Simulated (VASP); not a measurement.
# SnH (P4/mmm) in VASP: relaxation of cell and atoms with PBE

Aim: the relaxation of cell and atoms of SnH with PBE.

Program: VASP 6.6.1. These are calculated values, not measurements. Logs are shortened: lines on timing, memory, paths and dates and some standing lists are left out, and cuts for length are marked.

### 1 The cell of the first run

The structure is tetragonal, space group P4/mmm (No. 123). Conventional cell: a = 3.083 Å, b = 3.083 Å, c = 3.966 Å, α = 90.00°, β = 90.00°, γ = 90.00°. Within 2.6 Å of Sn (site symmetry 4/mmm) lie 2 H at 1.98 Å. H (site symmetry 4/mmm) has 2 Sn at 1.98 Å within 2.6 Å.

### 2 Relaxation of cell and atoms, PBE

Input file INCAR:

```
  PREC = Accurate
  ENCUT = 600
  EDIFF = 1E-6
  ISMEAR = 0
  SIGMA = 0.1
  LREAL = F
  LASPH = T
  NELM = 60
  ALGO = Normal
  ISIF = 3
  LWAVE = F
  LCHARG = F
  GGA = PE
  IBRION = 2
  NSW = 100
  EDIFFG = -0.01
```

Input file KPOINTS:

```
regular mesh
0
Gamma
  14 14 12
```

Input file POSCAR:

```
SnH
1.0
    3.0831293320      0.0000000000      0.0000000000
    0.0000000000      3.0831293320      0.0000000000
    0.0000000000      0.0000000000      3.9661436600
Sn H
1 1
Direct
    0.5000000000      0.5000000000      0.5000000000
    0.5000000000      0.5000000000      0.0000000000
```

Potentials or basis: VASP PAW PBE potentials, release 64 (Sn_d, H).

Command:

```bash
cat potpaw_PBE.64/Sn_d/POTCAR potpaw_PBE.64/H/POTCAR > POTCAR
mpirun -np 1 vasp_std > vasp.out
```

OUTCAR:

```text
PREC = Accurate
   ENCUT = 600
   EDIFF = 1E-6
   ISMEAR = 0
   LREAL = F
   LASPH = T
   NELM = 60
   ISIF = 3
   GGA = PE
   IBRION = 2
   NSW = 100
   EDIFFG = -0.01

 ion  position               nearest neighbor table
   1  0.500  0.500  0.500-   2 1.98   2 1.98
   2  0.500  0.500  0.000-   1 1.98   1 1.98

  LATTYP: Found a simple tetragonal cell.
 ALAT       =     3.0831293320
 C/A-ratio  =     1.2864019744

  Lattice vectors:

 A1 = (   3.0831293320,   0.0000000000,   0.0000000000)
 A2 = (   0.0000000000,   3.0831293320,   0.0000000000)
 A3 = (   0.0000000000,   0.0000000000,   3.9661436600)

Analysis of symmetry for initial positions (statically):
=====================================================================
 Subroutine PRICEL returns:
 Original cell was already a primitive cell.

 Routine SETGRP: Setting up the symmetry group for a
 simple tetragonal supercell.

 Subroutine GETGRP returns: Found 16 space group operations
 (whereof 16 operations were pure point group operations)
 out of a pool of 16 trial point group operations.

The static configuration has the point symmetry D_4h.

Analysis of symmetry for dynamics (positions and initial velocities):
=====================================================================
 Subroutine PRICEL returns:
 Original cell was already a primitive cell.

 Routine SETGRP: Setting up the symmetry group for a
 simple tetragonal supercell.

 Subroutine GETGRP returns: Found 16 space group operations
 (whereof 16 operations were pure point group operations)
 out of a pool of 16 trial point group operations.

The dynamic configuration has the point symmetry D_4h.

 Subroutine INISYM returns: Found 16 space group operations
 (whereof 16 operations are pure point group operations),
 and found     1 'primitive' translations

----------------------------------------------------------------------------------------

                                     Primitive cell

  volume of cell :      37.7009

  direct lattice vectors                    reciprocal lattice vectors
     3.083129332  0.000000000  0.000000000     0.324345784  0.000000000  0.000000000
     0.000000000  3.083129332  0.000000000     0.000000000  0.324345784  0.000000000
     0.000000000  0.000000000  3.966143660     0.000000000  0.000000000  0.252134084

  length of vectors
     3.083129332  3.083129332  3.966143660     0.324345784  0.324345784  0.252134084

  position of ions in fractional coordinates (direct lattice)
     0.500000000  0.500000000  0.500000000
     0.500000000  0.500000000  0.000000000

  ion indices of the primitive-cell ions
   primitive index   ion index
                 1           1
                 2           2

----------------------------------------------------------------------------------------

 KPOINTS: regular mesh

Automatic generation of k-mesh.
 Grid dimensions read from file:
 generate k-points for:   14   14   12

 Generating k-lattice:

  Cartesian coordinates                     Fractional coordinates (reciprocal lattice)
     0.023167556  0.000000000  0.000000000     0.071428571  0.000000000  0.000000000
     0.000000000  0.023167556  0.000000000     0.000000000  0.071428571  0.000000000
     0.000000000  0.000000000  0.021011174     0.000000000  0.000000000  0.083333333

  Length of vectors
     0.023167556  0.023167556  0.021011174

  Shift w.r.t. Gamma in fractional coordinates (k-lattice)
     0.000000000  0.000000000  0.000000000

 Subroutine IBZKPT returns following result:
 ===========================================

 Found    252 irreducible k-points:

 Following reciprocal coordinates:
            Coordinates               Weight
  0.000000  0.000000  0.000000      1.000000
  0.071429  0.000000  0.000000      4.000000
  0.142857  0.000000  0.000000      4.000000
  0.214286  0.000000  0.000000      4.000000
  0.285714  0.000000  0.000000      4.000000
  0.357143  0.000000  0.000000      4.000000
[... 16 lines left out ...]
  0.285714  0.214286  0.000000      8.000000
  0.357143  0.214286  0.000000      8.000000
 [... further k-points ...]
   k-points           NKPTS =    252   k-points in BZ     NKDIM =    252   number of bands    NBANDS=     11
   number of dos      NEDOS =    301   number of ions     NIONS =      2
   total plane-waves  NPLWV =  25088
   dimension x,y,z NGX =    28 NGY =   28 NGZ =   32
   dimension x,y,z NGXF=    56 NGYF=   56 NGZF=   64
   ions per type =               1   1
   NGX,Y,Z   is equivalent  to a cutoff of  15.10, 15.10, 13.41 a.u.
   NGXF,Y,Z  is equivalent  to a cutoff of  30.20, 30.20, 26.83 a.u.
 SYSTEM =  unknown system
   PREC   = accura    normal or accurate (medium, high low for compatibility)
   ISTART =      0    job   : 0-new  1-cont  2-samecut
   ICHARG =      2    charge: 1-file 2-atom 10-const
   ISPIN  =      1    spin polarized calculation?
   LNONCOLLINEAR =      F non collinear calculations
   LSORBIT =      F    spin-orbit coupling
   LASPH  =      T    aspherical Exc in radial PAW
   ENCUT  =  600.0 eV  44.10 Ry    6.64 a.u.   6.16  6.16  7.92*2*pi/ulx,y,z
   NELM   =     60;   NELMIN=  2; NELMDL= -5     # of ELM steps
   EDIFF  = 0.1E-05   stopping-criterion for ELM
   LREAL  =      F    real-space projection
   EDIFFG = -.1E-01   stopping-criterion for IOM
   NSW    =    100    number of steps for IOM
   IBRION =      2    ionic relax: 0-MD 1-quasi-New 2-CG
   NFREE  =      1    steps in history (QN), initial steepest desc. (CG)
   ISIF   =      3    stress and relaxation
   ISYM   =      2    0-nonsym 1-usesym 2-fastsym
   POTIM  = 0.5000    time-step for ionic-motion
   TEBEG  =    0.0;   TEEND  =   0.0 temperature during run
   PSTRESS=    0.0 pullay stress
   NELECT =      15.0000    total number of electrons
   NUPDOWN=      -1.0000    fix difference up-down
   EMIN   =  10.00;   EMAX   =-10.00  energy-range for DOS
   EFERMI =   0.00;   METHOD = LEGACY
   ISMEAR =     0;   SIGMA  =   0.10  broadening in eV -4-tet -1-fermi 0-gaus
   EFERMI_NEDOS =   21; number of points for ismear=-14 and -15
   IALGO  =     38    algorithm
   IMIX   =      4    mixing-type and parameters
     AMIX     =   0.40;   BMIX     =  1.00
     AMIX_MAG =   1.60;   BMIX_MAG =  1.00
  volume/ion in A,a.u.               =      18.85       127.21
  Fermi-wavevector in a.u.,A,eV,Ry     =   1.204078  2.275377 19.725777  1.449804
  Thomas-Fermi vector in A             =   2.339813
   LORBIT       =      0    0 simple, 1 ext, 2 COOP (PROOUT), +10 PAW based schemes
   GGA     = PE    functional components
   LHFCALC =     F    Hartree Fock is set to
   AEXX    =    0.0000 exact exchange contribution
   IVDW    =     0    specifies the selected vdW correction
   LEPSILON=     F    determine dielectric tensor
   LRPA    =     F    only Hartree local field effects (RPA)
 conjugate gradient relaxation of ions
 non-spin polarized calculation
 Gauss-broadening in eV      SIGMA  =   0.10
  energy-cutoff  :      600.00
  volume of cell :       37.70
 maximum number of plane-waves:      1276
 NGX is ok and might be reduce to    28
   NGX = 13   NGY = 13   NGZ = 15

--------------------------------------- Ionic step        1  -------------------------------------------

 number of electron      14.9999996 magnetization

 Free energy of the ion-electron system (eV)
  ---------------------------------------------------
  ext. energy  EPLUGINS =         0.00000000
  ---------------------------------------------------
  free energy    TOTEN  =        -6.61496283 eV

  energy without entropy =       -6.61244033  energy(sigma->0) =       -6.61370158

------------------------ aborting loop because EDIFF is reached ----------------------------------------

  FORCE on cell =-STRESS in cart. coord.  units (eV):
  Direction    XX          YY          ZZ          XY          YZ          ZX
  --------------------------------------------------------------------------------------
  -------------------------------------------------------------------------------------
  Total       -0.2424947     -0.2424947     -0.0389842      0.0000000      0.0000000      0.0000000
  in kB      -10.3053084    -10.3053084     -1.6567117      0.0000000      0.0000000      0.0000000
  external PRESSURE =      -7.4224428 kB  Pullay stress =       0.0000000 kB

 VOLUME and BASIS-vectors are now :
 -----------------------------------------------------------------------------
  energy-cutoff  :      600.00
  volume of cell :       37.70
      direct lattice vectors                 reciprocal lattice vectors
     3.083129332  0.000000000  0.000000000     0.324345784  0.000000000  0.000000000
     0.000000000  3.083129332  0.000000000     0.000000000  0.324345784  0.000000000
     0.000000000  0.000000000  3.966143660     0.000000000  0.000000000  0.252134084
[... 109 lines left out ...]
 POSITION                                       TOTAL-FORCE (eV/Angst)
 -----------------------------------------------------------------------------------
      1.52752      1.52752      1.98017         0.000000      0.000000      0.000000
      1.52752      1.52752      0.00000         0.000000     -0.000000      0.000000
 -----------------------------------------------------------------------------------
    total drift:                                0.000000      0.000000      0.000000

  FREE ENERGIE OF THE ION-ELECTRON SYSTEM (eV)
  ---------------------------------------------------
  free  energy   TOTEN  =        -6.6172501954 eV

  energy  without entropy=       -6.6146732085  energy(sigma->0) =       -6.61596170

--------------------------------------- Ionic step        5  -------------------------------------------

 number of electron      14.9999998 magnetization

 Free energy of the ion-electron system (eV)
  ---------------------------------------------------
  ext. energy  EPLUGINS =         0.00000000
  ---------------------------------------------------
  free energy    TOTEN  =        -6.61726216 eV

  energy without entropy =       -6.61466973  energy(sigma->0) =       -6.61596595

 E-fermi :   5.1582     XC(G=0):  -9.1624

 val. band max:        5.1576743908   @ k =   0.5000   0.4286   0.4167
 cond. band min:       5.1699956883   @ k =   0.3571   0.0000   0.0833
 fundamental gap:      0.0123212975
 Fermi energy:         5.1582108144

 k-point     1 :       0.0000    0.0000    0.0000
  band No.  band energies     occupation
      1     -16.4749      2.00000
      2     -16.3787      2.00000
      3     -16.1335      2.00000
      4     -16.1335      2.00000
      5     -16.0835      2.00000
      6      -5.4587      2.00000
      7       4.6060      2.00000
      8       5.3635      0.00369
      9      11.2580      0.00000
     10      11.2580      0.00000
     11      14.0614      0.00000

 k-point     2 :       0.0714    0.0000    0.0000
  band No.  band energies     occupation
      1     -16.4636      2.00000
      2     -16.3732      2.00000
      3     -16.1394      2.00000
      4     -16.1330      2.00000
      5     -16.0886      2.00000
      6      -5.3822      2.00000
      7       4.6276      2.00000
      8       5.4445      0.00005
      9      10.1874      0.00000
     10      11.3467      0.00000
     11      14.2780      0.00000
[... 295 lines left out ...]
 k-point    24 :       0.3571    0.2143    0.0000
  band No.  band energies     occupation
      1     -16.2912      2.00000
      2     -16.2244      2.00000
      3     -16.2181      2.00000
      4     -16.1702      2.00000
      5     -16.1463      2.00000
      6      -3.0287      2.00000
      7       3.3087      2.00000
      8       6.1034      0.00000
      9       7.7696      0.00000
     10       9.1662      0.00000
     11      14.4020      0.00000

 [... further k-points ...]
[... 5 lines left out ...]
  --------------------------------------------------------------------------------------
  -------------------------------------------------------------------------------------
  Total        0.0026237      0.0026237      0.0011170      0.0000000      0.0000000      0.0000000
  in kB        0.1136584      0.1136584      0.0483894      0.0000000      0.0000000      0.0000000
  external PRESSURE =       0.0919021 kB  Pullay stress =       0.0000000 kB

 VOLUME and BASIS-vectors are now :
 -----------------------------------------------------------------------------
  energy-cutoff  :      600.00
  volume of cell :       36.98
      direct lattice vectors                 reciprocal lattice vectors
     3.054655949  0.000000000  0.000000000     0.327369110  0.000000000  0.000000000
     0.000000000  3.054655949  0.000000000     0.000000000  0.327369110 -0.000000000
     0.000000000  0.000000000  3.963664327     0.000000000 -0.000000000  0.252291798

 POSITION                                       TOTAL-FORCE (eV/Angst)
 -----------------------------------------------------------------------------------
      1.52733      1.52733      1.98183         0.000000      0.000000      0.000000
      1.52733      1.52733      0.00000         0.000000     -0.000000      0.000000
 -----------------------------------------------------------------------------------
    total drift:                                0.000000      0.000000      0.000000

  FREE ENERGIE OF THE ION-ELECTRON SYSTEM (eV)
  ---------------------------------------------------
  free  energy   TOTEN  =        -6.6172621582 eV

  energy  without entropy=       -6.6146697336  energy(sigma->0) =       -6.61596595

 reached required accuracy - stopping structural energy minimisation
```

Run time: 3.6 min. Hardware: 1 thread of Intel Xeon Platinum 8488C (Sapphire Rapids), shared host; peak memory 0.28 GiB.

Results:

```
Free energy                            : -6.6173 eV
Relaxed volume                         : 18.49 Å³/atom
Relaxed cell                           : a = 3.055 Å, b = 3.055 Å, c = 3.964 Å, α = 90.00°, β = 90.00°, γ = 90.00°
Space group after relaxing (to 0.05 Å) : P4/mmm (No. 123)
Energy gained by relaxing              : 1.1 meV/atom
Ionic steps                            : 5
Pressure after relaxing                : 0.0 GPa
```

The path:
```csv
step,energy change (eV),largest force (eV/Å),pressure (GPa),volume (Å³)
1,0.0000,0.0000,-0.74,37.70
2,-0.0020,0.0000,-0.26,37.23
3,-0.0023,0.0000,0.05,36.95
4,-0.0023,0.0000,0.04,36.96
5,-0.0023,0.0000,0.01,36.98
```

Final structure:
```
CELL_PARAMETERS angstrom
3.05466 0.00000 0.00000
0.00000 3.05466 0.00000
0.00000 0.00000 3.96366
ATOMIC_POSITIONS crystal
Sn 0.50000 0.50000 0.50000
H 0.50000 0.50000 0.00000
```

Caveat: spin-orbit coupling is left out, which moves the levels of the heavy elements.
